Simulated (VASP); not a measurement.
# Al30Si (a cell with a defect) in VASP: notebook, part 2 of 2

VASP 6.6.1. The steps go on from the part before.

**3. Single point, r2SCAN**

Input file POSCAR:

```
Al30Si
1.0
    8.1000000000      0.0000000000      0.0000000000
    0.0000000000      8.1000000000      0.0000000000
    0.0000000000      0.0000000000      8.1000000000
Al Si
30 1
Direct
    0.4990481481     -0.0004572840      0.0019806173
    0.7463451852      0.2559782716     -0.0005693827
   -0.0056614815     -0.0004449383      0.0102579012
    0.2498682716      0.2507190123      0.0005087654
    0.4968859259      0.4995565432      0.0012530864
    0.7463443210      0.7430960494     -0.0005627160
    0.2451675309     -0.0004169136      0.2558204938
    0.4968674074      0.2504782716      0.2493764198
    0.7480218519      0.4995316049      0.2517966667
    0.4924513580     -0.0004591358      0.5029028395
    0.7503566667      0.2476412346      0.4994718519
    0.7527771605     -0.0004587654      0.7537034568
    0.0020669136      0.4995469136     -0.0097088889
    0.2498522222      0.7484041975      0.0005125926
    0.0045479012      0.2709749383      0.2415276543
    0.2560219753      0.4995601235      0.2499453086
    0.4968640741      0.7486266667      0.2493749383
    0.2465617284      0.2543818519      0.5040700000
    0.4982891358      0.4995612346      0.5033330864
    0.7503972840      0.7514816049      0.4994369136
    0.2472559259     -0.0004482716      0.7538604938
    0.4994069136      0.2548323457      0.7508133333
    0.7476387654      0.4995598765      0.7494956790
    0.0044959259      0.7280860494      0.2415122222
   -0.0009381481      0.4995286420      0.5014039506
    0.2464941975      0.7447367901      0.5040569136
    0.0018365432      0.2495983951      0.7516175309
    0.2502579012      0.4995616049      0.7520662963
    0.4993840741      0.7442639506      0.7508266667
    0.0018308642      0.7495149383      0.7516001235
    0.9369041975     -0.0004009877      0.3807329630
```

Input file INCAR.step1:

```
SYSTEM = Al30Si
  ALGO = Normal
  EDIFF = 1E-4
  ENCUT = 520
  GGA = PE
  ISMEAR = -1
  LASPH = .True.
  LCHARG = .False.
  LREAL = Auto
  LWAVE = .True.
  NBANDS = 68
  NELM = 80
  PREC = Accurate
  SIGMA = 0.1
```

Input file INCAR.step2:

```
SYSTEM = Al30Si
  ALGO = Normal
  EDIFF = 1E-6
  ENCUT = 520
  ISIF = 2
  ISMEAR = -1
  ISTART = 1
  LASPH = .True.
  LCHARG = .False.
  LMIXTAU = .True.
  LREAL = Auto
  LWAVE = .False.
  METAGGA = R2SCAN
  NBANDS = 68
  NELM = 80
  PREC = Accurate
  SIGMA = 0.1
```

Input file KPOINTS:

```
k-points
0
Gamma
  2 2 2
  0 0 0
```

Potentials or basis: VASP PAW PBE potentials, release 64 (Al, Si).

Command:

```console
cat potpaw_PBE.64/Al/POTCAR potpaw_PBE.64/Si/POTCAR > POTCAR
cp INCAR.step1 INCAR
mpirun -np 1 vasp_std > vasp.out
cp INCAR.step2 INCAR
mpirun -np 1 vasp_std > vasp.out
```

OUTCAR:

```text
SYSTEM = Al30Si
   EDIFF = 1E-6
   ENCUT = 520
   ISIF = 2
   ISMEAR = -1
   ISTART = 1
   LASPH = .True.
   LREAL = Auto
   METAGGA = R2SCAN
   NELM = 80
   PREC = Accurate

 ion  position               nearest neighbor table
   1  0.499  1.000  0.002-  17 2.85   8 2.85  21 2.86  14 2.87   4 2.87  12 2.88   2 2.89   6 2.89
                            29 2.90  22 2.90   7 2.91
   2  0.746  0.256  0.999-   5 2.82  23 2.83  22 2.84   9 2.84   8 2.86  13 2.86  15 2.87  12 2.88
                            27 2.88   1 2.89   3 2.89
   3  0.994  1.000  0.010-   7 2.84  12 2.85  15 2.89  24 2.89   2 2.89   6 2.89  14 2.90   4 2.90
                            27 2.91  30 2.91  21 2.92  31 3.04
   4  0.250  0.251  0.001-  15 2.79   5 2.84   8 2.84  13 2.85  27 2.85  28 2.85  21 2.85  16 2.85
                            22 2.86   1 2.87   7 2.90   3 2.90
   5  0.497  0.500  0.001-  16 2.80   6 2.82   2 2.82  29 2.84  22 2.84  28 2.84   4 2.84  14 2.84
                            17 2.85   8 2.85   9 2.87  23 2.88
   6  0.746  0.743  0.999-   5 2.82  23 2.83  29 2.84   9 2.84  17 2.86  13 2.86  24 2.87  12 2.88
                            30 2.88   1 2.89   3 2.89
   7  0.245  1.000  0.256-  31 2.69  10 2.83   3 2.84   8 2.88  17 2.88  18 2.88  26 2.88   4 2.90
                            14 2.90   1 2.91  15 2.94  24 2.94
   8  0.497  0.250  0.249-  16 2.81   4 2.84   5 2.85   1 2.85   2 2.86   9 2.87   7 2.88  19 2.88
                            11 2.88  10 2.89  18 2.89
   9  0.748  0.500  0.252-  24 2.78  15 2.78   2 2.84   6 2.84  11 2.86  20 2.86   8 2.87  17 2.87
[... 28 lines left out ...]
                            20 2.88   5 2.88  30 2.89  27 2.89
  24  0.004  0.728  0.242-  31 2.53  13 2.75  16 2.75   9 2.78  14 2.79  25 2.80   6 2.87   3 2.89
                            26 2.90  20 2.94   7 2.94
  25  0.999  0.500  0.501-  15 2.80  24 2.80  26 2.82  18 2.82  23 2.86  27 2.86  30 2.86  11 2.87
                            20 2.87   9 2.87  28 2.87  16 2.91
  26  0.246  0.745  0.504-  30 2.82  25 2.82  28 2.82  19 2.85  16 2.86  29 2.86  10 2.87   7 2.88
                            21 2.89  17 2.89  24 2.90
  27  0.002  0.250  0.752-  13 2.80  18 2.82  21 2.84   4 2.85  28 2.85  12 2.86  25 2.86   2 2.88
                            11 2.88  23 2.89   3 2.91
  28  0.250  0.500  0.752-  13 2.79  18 2.82  26 2.82  29 2.83  22 2.83   5 2.84  19 2.85   4 2.85
                            14 2.85  30 2.85  27 2.85  25 2.87
  29  0.499  0.744  0.751-  19 2.82  23 2.82  28 2.83   5 2.84   6 2.84  14 2.86  26 2.86  20 2.88
                            10 2.88   1 2.90  21 2.91  12 2.91
  30  0.002  0.750  0.752-  13 2.80  26 2.82  21 2.84  14 2.85  28 2.85  12 2.86  25 2.86   6 2.88
                            20 2.88  23 2.89   3 2.91
  31  0.937  1.000  0.381-  15 2.53  24 2.53  11 2.69  20 2.69   7 2.69   3 3.04

  LATTYP: Found a simple cubic cell.
 ALAT       =     8.1000000000

  Lattice vectors:

 A1 = (   8.1000000000,   0.0000000000,   0.0000000000)
 A2 = (   0.0000000000,   8.1000000000,   0.0000000000)
 A3 = (   0.0000000000,   0.0000000000,   8.1000000000)

Analysis of symmetry for initial positions (statically):
=====================================================================
 Subroutine PRICEL returns:
 Original cell was already a primitive cell.

 Routine SETGRP: Setting up the symmetry group for a
 simple cubic supercell.

 Subroutine GETGRP returns: Found  1 space group operations
 (whereof  1 operations were pure point group operations)
 out of a pool of 48 trial point group operations.

The static configuration has the point symmetry C_1 .

Analysis of symmetry for dynamics (positions and initial velocities):
=====================================================================
 Subroutine PRICEL returns:
[... 134 lines left out ...]
   total plane-waves  NPLWV = 216000
   dimension x,y,z NGX =    60 NGY =   60 NGZ =   60
   dimension x,y,z NGXF=   120 NGYF=  120 NGZF=  120
   ions per type =              30   1
   NGX,Y,Z   is equivalent  to a cutoff of  12.31, 12.31, 12.31 a.u.
   NGXF,Y,Z  is equivalent  to a cutoff of  24.63, 24.63, 24.63 a.u.
 SYSTEM =  Al30Si
   PREC   = accura    normal or accurate (medium, high low for compatibility)
   ISTART =      1    job   : 0-new  1-cont  2-samecut
   ICHARG =      0    charge: 1-file 2-atom 10-const
   ISPIN  =      1    spin polarized calculation?
   LNONCOLLINEAR =      F non collinear calculations
   LSORBIT =      F    spin-orbit coupling
   LASPH  =      T    aspherical Exc in radial PAW
   ENCUT  =  520.0 eV  38.22 Ry    6.18 a.u.  15.06 15.06 15.06*2*pi/ulx,y,z
   NELM   =     80;   NELMIN=  2; NELMDL=  0     # of ELM steps
   EDIFF  = 0.1E-05   stopping-criterion for ELM
   LREAL  =      T    real-space projection
   EDIFFG = 0.1E-04   stopping-criterion for IOM
   NSW    =      0    number of steps for IOM
   IBRION =     -1    ionic relax: 0-MD 1-quasi-New 2-CG
   NFREE  =      0    steps in history (QN), initial steepest desc. (CG)
   ISIF   =      2    stress and relaxation
   ISYM   =      2    0-nonsym 1-usesym 2-fastsym
   POTIM  = 0.5000    time-step for ionic-motion
   TEBEG  =    0.0;   TEEND  =   0.0 temperature during run
   PSTRESS=    0.0 pullay stress
   NELECT =      94.0000    total number of electrons
   NUPDOWN=      -1.0000    fix difference up-down
   EMIN   =  10.00;   EMAX   =-10.00  energy-range for DOS
   EFERMI =   0.00;   METHOD = LEGACY
   ISMEAR =    -1;   SIGMA  =   0.10  broadening in eV -4-tet -1-fermi 0-gaus
   EFERMI_NEDOS =   21; number of points for ismear=-14 and -15
   IALGO  =     38    algorithm
   IMIX   =      4    mixing-type and parameters
     AMIX     =   0.40;   BMIX     =  1.00
     AMIX_MAG =   1.60;   BMIX_MAG =  1.00
  volume/ion in A,a.u.               =      17.14       115.69
  Fermi-wavevector in a.u.,A,eV,Ry     =   0.918965  1.736593 11.490081  0.844497
  Thomas-Fermi vector in A             =   2.044106
   LORBIT       =      0    0 simple, 1 ext, 2 COOP (PROOUT), +10 PAW based schemes
   METAGGA = R2SCAN    functional components
   LHFCALC =     F    Hartree Fock is set to
   AEXX    =    0.0000 exact exchange contribution
   IVDW    =     0    specifies the selected vdW correction
   LEPSILON=     F    determine dielectric tensor
   LRPA    =     F    only Hartree local field effects (RPA)
 non-spin polarized calculation
  energy-cutoff  :      520.00
  volume of cell :      531.44
 maximum number of plane-waves:     14400
   NGX = 31   NGY = 31   NGZ = 31

 number of electron      94.0000000 magnetization

 Free energy of the ion-electron system (eV)
  ---------------------------------------------------
  ext. energy  EPLUGINS =         0.00000000
  ---------------------------------------------------
  free energy    TOTEN  =      -208.50307934 eV

  energy without entropy =     -207.99132534  energy(sigma->0) =     -208.24720234

 E-fermi :   7.3277     XC(G=0): -10.7180

 val. band max:        7.3078762990   @ k =   0.0000   0.0000   0.5000
 cond. band min:       7.3349560702   @ k =   0.5000   0.5000   0.0000
 fundamental gap:      0.0270797712
 Fermi energy:         7.3277401462

 k-point     1 :       0.0000    0.0000    0.0000
  band No.  band energies     occupation
      1      -4.1285      2.00000
      2      -2.2809      2.00000
      3      -1.7676      2.00000
      4      -1.7364      2.00000
      5      -1.7151      2.00000
      6      -1.7069      2.00000
[... 485 lines left out ...]
     58      10.7711      0.00000
     59      10.8317      0.00000
 [bands above 59 left out]

------------------------ aborting loop because EDIFF is reached ----------------------------------------

  FORCE on cell =-STRESS in cart. coord.  units (eV):
  Direction    XX          YY          ZZ          XY          YZ          ZX
  --------------------------------------------------------------------------------------
  -------------------------------------------------------------------------------------
  Total      -12.1680904    -13.2470779    -11.5917927      0.0025103     -0.0023360      0.3601813
  in kB      -36.6841071    -39.9370164    -34.9466967      0.0075680     -0.0070426      1.0858672
  external PRESSURE =     -37.1892734 kB  Pullay stress =       0.0000000 kB

 VOLUME and BASIS-vectors are now :
 -----------------------------------------------------------------------------
  energy-cutoff  :      520.00
  volume of cell :      531.44
      direct lattice vectors                 reciprocal lattice vectors
     8.100000000  0.000000000  0.000000000     0.123456790  0.000000000  0.000000000
     0.000000000  8.100000000  0.000000000     0.000000000  0.123456790  0.000000000
     0.000000000  0.000000000  8.100000000     0.000000000  0.000000000  0.123456790

 POSITION                                       TOTAL-FORCE (eV/Angst)
 -----------------------------------------------------------------------------------
      4.04229      8.09630      0.01604         0.004115     -0.001112     -0.009701
      6.04540      2.07342      8.09539        -0.000365     -0.006229     -0.016261
      8.05414      8.09640      0.08309         0.001651      0.001441     -0.003413
      2.02393      2.03082      0.00412        -0.004686      0.008099     -0.000571
      4.02478      4.04641      0.01015        -0.007401     -0.001101     -0.001684
      6.04539      6.01908      8.09544         0.001203      0.006919     -0.016473
[... 23 lines left out ...]
      0.01483      6.07107      6.08796         0.003813     -0.003337     -0.004587
      7.58892      8.09675      3.08394         0.116169     -0.003012      0.191080
 -----------------------------------------------------------------------------------
    total drift:                               -0.029887     -0.011363      0.030579

  FREE ENERGIE OF THE ION-ELECTRON SYSTEM (eV)
  ---------------------------------------------------
  free  energy   TOTEN  =      -208.5030793437 eV

  energy  without entropy=     -207.9913253408  energy(sigma->0) =     -208.24720234
```

Run time: 36 min. Hardware: 1 thread of Oxide Virtual Turin-like, shared host; peak memory 0.6 GiB.

Results:

```yaml
Free_energy: -208.5031 eV
Pressure: -3.7 GPa
Largest_force: 0.224 eV/Å
Band_gap_on_the_k_mesh: zero (bands 47 and 48 overlap by 0.83 eV)
```

Forces on the atoms (eV/Å):
```
Al   0.004 -0.001 -0.010
Al   0.000 -0.006 -0.016
Al   0.002  0.001 -0.003
Al  -0.005  0.008 -0.001
Al  -0.007 -0.001 -0.002
Al   0.001  0.007 -0.016
Al   0.017  0.000 -0.009
Al  -0.010  0.006 -0.005
Al  -0.004  0.000 -0.001
Al  -0.005 -0.001  0.005
Al  -0.006  0.010 -0.003
Al   0.015  0.000 -0.021
Al   0.002 -0.001 -0.009
Al  -0.005 -0.009 -0.002
Al  -0.018 -0.021 -0.011
Al  -0.023 -0.002 -0.003
Al  -0.009 -0.006 -0.007
Al  -0.009 -0.012 -0.009
Al  -0.014  0.000 -0.002
Al  -0.005 -0.009 -0.004
Al  -0.002  0.001  0.000
Al  -0.002 -0.005 -0.005
Al  -0.004  0.000 -0.011
Al  -0.020  0.029 -0.009
Al  -0.006 -0.001 -0.007
Al  -0.009  0.014 -0.011
Al   0.004  0.003 -0.005
Al   0.001 -0.001 -0.005
Al  -0.002  0.004 -0.005
Al   0.004 -0.003 -0.005
Si   0.116 -0.003  0.191
```

Stress tensor (GPa, compression positive):
```
-3.67  0.00  0.11
 0.00 -3.99  0.00
 0.11  0.00 -3.49
```

Levels at points of the mesh, in eV from the Fermi level:
| k point | band 42 | band 43 | band 44 | band 45 | band 46 | band 47 | band 48 | band 49 | band 50 | band 51 |
| --- | --- | --- | --- | --- | --- | --- | --- | --- | --- | --- |
| (0.00, 0.00, 0.00) | -0.40 | -0.39 | -0.22 | -0.20 | -0.03 | 0.46 | 0.49 | 0.58 | 0.64 | 0.69 |
| (0.50, 0.00, 0.00) | -0.74 | -0.62 | -0.44 | -0.36 | -0.12 | -0.05 | 0.03 | 0.05 | 0.22 | 0.43 |
| (0.00, 0.50, 0.00) | -0.77 | -0.56 | -0.50 | -0.21 | -0.17 | -0.14 | -0.11 | 0.05 | 0.26 | 0.51 |
| (0.00, 0.00, 0.50) | -0.66 | -0.59 | -0.41 | -0.37 | -0.10 | -0.06 | -0.02 | 0.08 | 0.19 | 0.45 |
| (0.50, 0.50, 0.00) | -1.08 | -0.81 | -0.78 | -0.10 | -0.09 | 0.01 | 0.33 | 0.96 | 0.99 | 1.14 |
| (0.00, 0.50, 0.50) | -1.12 | -0.93 | -0.79 | -0.11 | 0.02 | 0.08 | 0.44 | 0.93 | 0.98 | 1.23 |
| (0.50, 0.00, 0.50) | -1.19 | -1.01 | -0.98 | -0.08 | 0.04 | 0.06 | 0.38 | 1.03 | 1.09 | 1.26 |
| (0.50, 0.50, 0.50) | -0.52 | -0.51 | -0.51 | -0.49 | -0.47 | -0.40 | -0.37 | -0.21 | -0.16 | -0.15 |

Caveat: the k points lie up to 0.39 Å⁻¹ apart, too coarse for converged energies and pressures of a metal; the PAW data sets were made with another functional, which shifts forces and pressure a little.

**4. Single point, r2SCAN**

Input file POSCAR:

```
Al30Si
1.0
    8.1000000000      0.0000000000      0.0000000000
    0.0000000000      8.1000000000      0.0000000000
    0.0000000000      0.0000000000      8.1000000000
Al Si
30 1
Direct
    0.4992390123     -0.0003219753      0.0004130864
    0.7480896296      0.2543066667     -0.0011061728
   -0.0019916049     -0.0003016049      0.0029327160
    0.2497960494      0.2504453086      0.0001550617
    0.4979006173      0.4997179012      0.0016661728
    0.7480907407      0.7450620988     -0.0011139506
    0.2465227160     -0.0002580247      0.2545749383
    0.4968520988      0.2508206173      0.2505741975
    0.7495870370      0.4996696296      0.2524212346
    0.4928792593     -0.0003149383      0.5047923457
    0.7507776543      0.2489711111      0.4997014815
    0.7539272840     -0.0003003704      0.7498411111
    0.0030222222      0.4996962963     -0.0079779012
    0.2497670370      0.7489840741      0.0001575309
    0.0028364198      0.2639969136      0.2441888889
    0.2533224691      0.4997146914      0.2508659259
    0.4968324691      0.7485777778      0.2505737037
    0.2453685185      0.2514695062      0.5042918519
    0.4978051852      0.4997061728      0.5033272840
    0.7507927160      0.7504028395      0.4996654321
    0.2467397531     -0.0002953086      0.7517679012
    0.4994333333      0.2532785185      0.7504744444
    0.7489409877      0.4997107407      0.7491697531
    0.0027628395      0.7353403704      0.2441385185
    0.0004034568      0.4996691358      0.5016672840
    0.2452797531      0.7479887654      0.5042744444
    0.0026144444      0.2489691358      0.7492730864
    0.2499907407      0.4997222222      0.7508622222
    0.4994062963      0.7461251852      0.7504862963
    0.0025985185      0.7504787654      0.7492240741
    0.9588392593     -0.0002759259      0.4236622222
```

Input file INCAR.step1:

```
PREC     = Accurate       # precision mode
ENCUT    = 520            # plane-wave cutoff, eV
ISMEAR   = -1             # smearing method
SIGMA    = 0.1            # smearing width, eV
LREAL    = Auto         
LASPH    = T              # aspherical terms in the spheres
NELM     = 100            # most SCF steps
NBANDS   = 68             # bands
GGA      = PE             # functional
ALGO     = Normal         # electronic algorithm
EDIFF    = 1E-4           # SCF threshold, eV
LWAVE    = T              # write WAVECAR
LCHARG   = F              # write CHGCAR
```

Input file INCAR.step2:

```
PREC     = Accurate       # precision mode
ENCUT    = 520            # plane-wave cutoff, eV
EDIFF    = 1E-7           # SCF threshold, eV
ISMEAR   = -1             # smearing method
SIGMA    = 0.1            # smearing width, eV
LREAL    = Auto         
LASPH    = T              # aspherical terms in the spheres
NELM     = 100            # most SCF steps
ALGO     = Normal         # electronic algorithm
ISIF     = 2              # what is computed and relaxed
LWAVE    = F              # write WAVECAR
LCHARG   = T              # write CHGCAR
METAGGA  = R2SCAN         # meta-GGA
LMIXTAU  = T            
LELF     = T              # ELF
LVHAR    = T            
NBANDS   = 68             # bands
ISTART   = 1
```

Input file KPOINTS:

```
regular mesh
0
Gamma
  2 2 2
```

Command:

```console
cat potpaw_PBE.64/Al/POTCAR potpaw_PBE.64/Si/POTCAR > POTCAR
cp INCAR.step1 INCAR
mpirun -np 1 vasp_std > vasp.out
cp INCAR.step2 INCAR
mpirun -np 1 vasp_std > vasp.out
```

It took 54 min on 1 thread of Oxide Virtual Turin-like, shared host; peak memory 0.6 GiB.

It converged, with:

```
Free energy            : -208.6739 eV
Pressure               : -4.0 GPa
Largest force          : 0.543 eV/Å
Band gap on the k mesh : zero (bands 47 and 48 overlap by 0.83 eV)
```

Forces on the atoms (eV/Å):
```
Al  -0.015 -0.001 -0.031
Al   0.007 -0.018 -0.023
Al   0.027 -0.001 -0.098
Al  -0.015  0.003 -0.016
Al  -0.003 -0.001 -0.006
Al   0.007  0.021 -0.022
Al   0.004  0.000 -0.026
Al  -0.018  0.005  0.000
Al   0.006  0.000  0.000
Al  -0.008  0.002  0.010
Al  -0.004  0.015 -0.011
Al   0.003  0.000 -0.056
Al   0.000 -0.001  0.006
Al  -0.015 -0.004 -0.015
Al  -0.033 -0.080  0.016
Al  -0.038  0.001 -0.005
Al  -0.016 -0.006  0.001
Al  -0.023 -0.037 -0.011
Al  -0.022  0.000 -0.008
Al  -0.002 -0.015 -0.011
Al  -0.016  0.000 -0.032
Al  -0.010 -0.013 -0.016
Al  -0.003 -0.002 -0.021
Al  -0.029  0.085  0.018
Al   0.005  0.000 -0.002
Al  -0.020  0.039 -0.010
Al   0.003 -0.007 -0.038
Al  -0.015 -0.003 -0.021
Al  -0.010  0.018 -0.018
Al   0.004  0.005 -0.036
Si   0.249 -0.003  0.483
```

Stress tensor (GPa, compression positive):
```
-3.92  0.00  0.09
 0.00 -4.21  0.00
 0.09  0.00 -3.97
```

Levels at points of the mesh, in eV from the Fermi level:
```
           k point  band 44  band 45  band 46  band 47  band 48  band 49
(0.00, 0.00, 0.00)    -0.23    -0.21     0.18     0.45     0.48     0.59
(0.50, 0.00, 0.00)    -0.41    -0.26    -0.10    -0.06     0.02     0.05
(0.00, 0.50, 0.00)    -0.48    -0.17    -0.12    -0.12    -0.09     0.00
(0.00, 0.00, 0.50)    -0.32    -0.27    -0.09    -0.06     0.00     0.07
(0.50, 0.50, 0.00)    -0.82    -0.23    -0.02     0.03     0.48     1.01
(0.00, 0.50, 0.50)    -0.83    -0.05    -0.04     0.03     0.57     0.98
(0.50, 0.00, 0.50)    -0.96    -0.15     0.02     0.06     0.54     1.10
(0.50, 0.50, 0.50)    -0.49    -0.48    -0.46    -0.41    -0.38    -0.30
```

Caveat: the k points lie up to 0.39 Å⁻¹ apart, too coarse for converged energies and pressures of a metal; the PAW data sets were made with another functional, which shifts forces and pressure a little.

**5. Summary**

| cell | gap on the mesh (eV) | pressure (GPa) | largest force (eV/Å) |
| --- | --- | --- | --- |
| as given, atomic positions A | none | -4.0 | 0.55 |
| as given, atomic positions B | none | -3.7 | 0.22 |
| as given, atomic positions C | none | -4.0 | 0.54 |

Alike in all rows: task single point; level r2SCAN; potentials or basis VASP PAW PBE potentials, release 64 (Al, Si); no spin polarisation; k mesh 2 × 2 × 2; cutoff (eV) 520; smearing fermi-dirac 0.1 eV.

Caveats: all runs use coarse meshes; the PAW data sets were made with another functional, which shifts forces and pressure a little.

Absolute energies hang on the potentials; compare differences alone.

The gap in the log of VASP goes by the Fermi energy; the results here count the filled bands.